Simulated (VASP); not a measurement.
# Sn (P6_3/mmc) in VASP: a series of runs

Sn is run at these levels: RPBE; tasks: single point.

Everything below comes from runs of VASP 6.6.1. Logs are shortened: lines on timing, memory, paths and dates and some standing lists are left out, and cuts for length are marked.

## 1. The cell of the first run

Symmetry: P6_3/mmc, No. 194, hexagonal system. The conventional cell has a = 3.411 Å, b = 3.411 Å, c = 5.668 Å, α = 90.00°, β = 90.00°, γ = 120.00°. Within 4.5 Å of Sn (site symmetry -6m2) lie 12 Sn at 3.41 to 3.45 Å.

## 2. Single point, RPBE

INCAR reads:

```
PREC = Accurate ; ENCUT = 520
EDIFF = 1E-7 ; ISMEAR = -1
SIGMA = 0.1 ; LREAL = F
LASPH = T ; NELM = 100
ALGO = Normal ; ISIF = 2
LWAVE = F ; LCHARG = F
GGA = RP ; NBANDS = 21
```

KPOINTS reads:

```
regular mesh
0
Gamma
  12 12 6
```

POSCAR reads:

```
Sn
1.0
    3.4113934630      0.0000000000      0.0000000000
   -1.7056967315      2.9543534013      0.0000000000
    0.0000000000      0.0000000000      5.6682920399
Sn
2
Direct
    0.3333333333      0.6666666667      0.2500000000
    0.6666666667      0.3333333333      0.7500000000
```

Potentials or basis: VASP PAW PBE potentials, release 64 (Sn_d).

On the command line:

```
cat potpaw_PBE.64/Sn_d/POTCAR > POTCAR
mpirun -np 1 vasp_std > vasp.out
```

OUTCAR:

```text
PREC = Accurate
   ENCUT = 520
   EDIFF = 1E-7
   ISMEAR = -1
   LREAL = F
   LASPH = T
   NELM = 100
   ISIF = 2
   GGA = RP

 ion  position               nearest neighbor table
   1  0.333  0.667  0.250-   2 3.45   2 3.45   2 3.45   2 3.45   2 3.45   2 3.45
   2  0.667  0.333  0.750-   1 3.45   1 3.45   1 3.45   1 3.45   1 3.45   1 3.45

  LATTYP: Found a hexagonal cell.
 ALAT       =     3.4113934630
 C/A-ratio  =     1.6615767432

  Lattice vectors:

 A1 = (   3.4113934630,   0.0000000000,   0.0000000000)
 A2 = (  -1.7056967315,   2.9543534013,   0.0000000000)
 A3 = (   0.0000000000,   0.0000000000,   5.6682920399)

Analysis of symmetry for initial positions (statically):
=====================================================================
 Subroutine PRICEL returns:
 Original cell was already a primitive cell.

 Routine SETGRP: Setting up the symmetry group for a
 hexagonal supercell.

 Subroutine GETGRP returns: Found 24 space group operations
 (whereof 12 operations were pure point group operations)
 out of a pool of 24 trial point group operations.

The static configuration has the point symmetry D_3d.
 The point group associated with its full space group is D_6h.

Analysis of symmetry for dynamics (positions and initial velocities):
=====================================================================
 Subroutine PRICEL returns:
 Original cell was already a primitive cell.

 Routine SETGRP: Setting up the symmetry group for a
 hexagonal supercell.

 Subroutine GETGRP returns: Found 24 space group operations
 (whereof 12 operations were pure point group operations)
 out of a pool of 24 trial point group operations.

The dynamic configuration has the point symmetry D_3d.
 The point group associated with its full space group is D_6h.

 Subroutine INISYM returns: Found 24 space group operations
 (whereof 12 operations are pure point group operations),
 and found     1 'primitive' translations

----------------------------------------------------------------------------------------

                                     Primitive cell

  volume of cell :      57.1277

  direct lattice vectors                    reciprocal lattice vectors
     3.411393463  0.000000000  0.000000000     0.293135345  0.169241770  0.000000000
    -1.705696732  2.954353401  0.000000000     0.000000000  0.338483541  0.000000000
     0.000000000  0.000000000  5.668292040     0.000000000  0.000000000  0.176419986

  length of vectors
[... 72 lines left out ...]
 SYSTEM =  unknown system
   PREC   = accura    normal or accurate (medium, high low for compatibility)
   ISTART =      0    job   : 0-new  1-cont  2-samecut
   ICHARG =      2    charge: 1-file 2-atom 10-const
   ISPIN  =      1    spin polarized calculation?
   LNONCOLLINEAR =      F non collinear calculations
   LSORBIT =      F    spin-orbit coupling
   LASPH  =      T    aspherical Exc in radial PAW
   ENCUT  =  520.0 eV  38.22 Ry    6.18 a.u.   6.34  6.34 10.54*2*pi/ulx,y,z
   NELM   =    100;   NELMIN=  2; NELMDL= -5     # of ELM steps
   EDIFF  = 0.1E-06   stopping-criterion for ELM
   LREAL  =      F    real-space projection
   EDIFFG = 0.1E-05   stopping-criterion for IOM
   NSW    =      0    number of steps for IOM
   IBRION =     -1    ionic relax: 0-MD 1-quasi-New 2-CG
   NFREE  =      0    steps in history (QN), initial steepest desc. (CG)
   ISIF   =      2    stress and relaxation
   ISYM   =      2    0-nonsym 1-usesym 2-fastsym
   POTIM  = 0.5000    time-step for ionic-motion
   TEBEG  =    0.0;   TEEND  =   0.0 temperature during run
   PSTRESS=    0.0 pullay stress
   NELECT =      28.0000    total number of electrons
   NUPDOWN=      -1.0000    fix difference up-down
   EMIN   =  10.00;   EMAX   =-10.00  energy-range for DOS
   EFERMI =   0.00;   METHOD = LEGACY
   ISMEAR =    -1;   SIGMA  =   0.10  broadening in eV -4-tet -1-fermi 0-gaus
   EFERMI_NEDOS =   21; number of points for ismear=-14 and -15
   IALGO  =     38    algorithm
   IMIX   =      4    mixing-type and parameters
     AMIX     =   0.40;   BMIX     =  1.00
     AMIX_MAG =   1.60;   BMIX_MAG =  1.00
  volume/ion in A,a.u.               =      28.56       192.76
  Fermi-wavevector in a.u.,A,eV,Ry     =   1.290760  2.439182 22.668126  1.666060
  Thomas-Fermi vector in A             =   2.422571
   LORBIT       =      0    0 simple, 1 ext, 2 COOP (PROOUT), +10 PAW based schemes
   GGA     = RP    functional components
   LHFCALC =     F    Hartree Fock is set to
   AEXX    =    0.0000 exact exchange contribution
   IVDW    =     0    specifies the selected vdW correction
   LEPSILON=     F    determine dielectric tensor
   LRPA    =     F    only Hartree local field effects (RPA)
 non-spin polarized calculation
  energy-cutoff  :      520.00
  volume of cell :       57.13
 maximum number of plane-waves:      1556
 NGX is ok and might be reduce to    28
   NGX = 13   NGY = 13   NGZ = 21

 number of electron      28.0000010 magnetization

 Free energy of the ion-electron system (eV)
  ---------------------------------------------------
  ext. energy  EPLUGINS =         0.00000000
  ---------------------------------------------------
  free energy    TOTEN  =        -6.87130117 eV

  energy without entropy =       -6.83210670  energy(sigma->0) =       -6.85170393

 E-fermi :   7.6006     XC(G=0): -10.0551

 val. band max:        7.5940084767   @ k =   0.3333   0.3333   0.1667
 cond. band min:       7.6395150931   @ k =   0.2500   0.2500   0.1667
 fundamental gap:      0.0455066164
 Fermi energy:         7.6006148488

 k-point     1 :       0.0000    0.0000    0.0000
  band No.  band energies     occupation
      1     -13.9625      2.00000
      2     -13.9552      2.00000
      3     -13.9478      2.00000
      4     -13.9478      2.00000
      5     -13.9396      2.00000
      6     -13.9396      2.00000
[... 565 lines left out ...]
     20      15.7458      0.00000
     21      16.9437      0.00000

 [... further k-points ...]
[... 5 lines left out ...]
  --------------------------------------------------------------------------------------
  -------------------------------------------------------------------------------------
  Total        0.1338829      0.1338829     -0.1872087     -0.0000000      0.0000000     -0.0000000
  in kB        3.7548211      3.7548211     -5.2503732     -0.0000000      0.0000000     -0.0000000
  external PRESSURE =       0.7530896 kB  Pullay stress =       0.0000000 kB

 VOLUME and BASIS-vectors are now :
 -----------------------------------------------------------------------------
  energy-cutoff  :      520.00
  volume of cell :       57.13
      direct lattice vectors                 reciprocal lattice vectors
     3.411393463  0.000000000  0.000000000     0.293135345  0.169241770  0.000000000
    -1.705696732  2.954353401  0.000000000     0.000000000  0.338483541  0.000000000
     0.000000000  0.000000000  5.668292040     0.000000000  0.000000000  0.176419986

 POSITION                                       TOTAL-FORCE (eV/Angst)
 -----------------------------------------------------------------------------------
     -0.00000      1.96957      1.41707        -0.000000      0.000000      0.000000
      1.70570      0.98478      4.25122         0.000000      0.000000      0.000000
 -----------------------------------------------------------------------------------
    total drift:                               -0.000000      0.000000      0.000000

  FREE ENERGIE OF THE ION-ELECTRON SYSTEM (eV)
  ---------------------------------------------------
  free  energy   TOTEN  =        -6.8713011661 eV

  energy  without entropy=       -6.8321066967  energy(sigma->0) =       -6.85170393
```

OSZICAR:

```text
N       E                     dE             d eps       ncg     rms          rms(c)
DAV:   1     0.224638782465E+03    0.22464E+03   -0.14902E+04  3280   0.208E+03
DAV:   2     0.164297616313E+02   -0.20821E+03   -0.20388E+03  3217   0.456E+02
DAV:   3    -0.618255868956E+01   -0.22612E+02   -0.22446E+02  3676   0.134E+02
DAV:   4    -0.686223664466E+01   -0.67968E+00   -0.67936E+00  3660   0.259E+01
DAV:   5    -0.688621112210E+01   -0.23974E-01   -0.23974E-01  4474   0.483E+00    0.175E+00
DAV:   6    -0.687479626561E+01    0.11415E-01   -0.22346E-02  4074   0.189E+00    0.990E-01
DAV:   7    -0.687134414615E+01    0.34521E-02   -0.14472E-02  4365   0.155E+00    0.118E-01
DAV:   8    -0.687128691977E+01    0.57226E-04   -0.14236E-03  3970   0.509E-01    0.283E-02
DAV:   9    -0.687129760301E+01   -0.10683E-04   -0.42075E-05  4553   0.585E-02    0.121E-02
DAV:  10    -0.687130088736E+01   -0.32844E-05   -0.83808E-06  3776   0.310E-02    0.119E-03
DAV:  11    -0.687130129362E+01   -0.40626E-06   -0.42832E-07  3437   0.864E-03    0.250E-04
DAV:  12    -0.687130115114E+01    0.14248E-06   -0.19082E-08  2261   0.178E-03    0.117E-04
DAV:  13    -0.687130116606E+01   -0.14918E-07   -0.43850E-09  1976   0.776E-04
   1 F= -.68713012E+01 E0= -.68517039E+01  d E =-.391945E-01
```

Run time: 44 s. Hardware: 1 thread of Intel Xeon Platinum 8375C at 2.90GHz (Ice Lake), shared host; peak memory 0.21 GiB.

What came out:

```yaml
Free_energy: -6.8713 eV
Pressure: 0.1 GPa
Band_gap_on_the_k_mesh: zero (band 14 reaches 13.34 eV, above the bottom of band 15 at 5.35 eV)
```

Caveat: the PAW data sets were made with another functional, which shifts forces and pressure a little; spin-orbit coupling is left out, which moves the levels of the heavy elements.

## 3. Single point, RPBE (volume scaled by 1.04)

INCAR reads:

```
SYSTEM = Sn
PREC = Accurate ; ENCUT = 520
EDIFF = 1E-7 ; ISMEAR = -1
SIGMA = 0.1 ; LREAL = .False.
LASPH = .True. ; NELM = 100
ALGO = Normal ; ISIF = 2
LWAVE = .False. ; LCHARG = .True.
GGA = RP ; LELF = .True.
LVHAR = .True. ; NBANDS = 21
```

KPOINTS reads:

```
regular mesh
0
Gamma
  12 12 6
  0 0 0
```

POSCAR reads:

```
Sn
1.0
    3.4562853672      0.0000000000      0.0000000000
   -1.7281426836      2.9932309307      0.0000000000
    0.0000000000      0.0000000000      5.7428833838
Sn
2
Direct
    0.3333333333      0.6666666667      0.2500000000
    0.6666666667      0.3333333333      0.7500000000
```

Potentials or basis: VASP PAW PBE potentials, release 64 (Sn_d).

On the command line:

```
cat potpaw_PBE.64/Sn_d/POTCAR > POTCAR
mpirun -np 1 vasp_std > vasp.out
```

It took 52 s on 1 thread of Intel Xeon Platinum 8375C at 2.90GHz (Ice Lake), shared host; peak memory 0.23 GiB.

It converged, with:

```
Free energy            : -6.8615 eV
Pressure               : -1.5 GPa
Band gap on the k mesh : zero (band 14 reaches 12.67 eV, above the bottom of band 15 at 5.00 eV)
```

Stress tensor (GPa, compression positive):
```
-1.25  0.00  0.00
 0.00 -1.25  0.00
 0.00  0.00 -1.96
```

Levels at points of the mesh, in eV from the Fermi level:
| k point | band 10 | band 11 | band 12 | band 13 | band 14 | band 15 | band 16 | band 17 | band 18 | band 19 |
| --- | --- | --- | --- | --- | --- | --- | --- | --- | --- | --- |
| (0.00, 0.00, 0.00) | -21.45 | -10.45 | -6.74 | -4.17 | 5.51 | 5.51 | 6.91 | 7.05 | 7.05 | 9.06 |
| (0.50, 0.00, 0.00) | -21.43 | -6.77 | -5.65 | -2.42 | -1.43 | -0.60 | 1.31 | 2.16 | 5.37 | 5.59 |
| (0.00, 0.00, 0.50) | -21.48 | -9.29 | -9.29 | 0.72 | 0.72 | 6.29 | 6.29 | 6.29 | 6.29 | 9.77 |
| (0.50, 0.00, 0.50) | -21.44 | -5.87 | -5.87 | -3.63 | -3.63 | 3.35 | 3.35 | 3.42 | 3.42 | 6.75 |

Caveat: the PAW data sets were made with another functional, which shifts forces and pressure a little; spin-orbit coupling is left out, which moves the levels of the heavy elements.
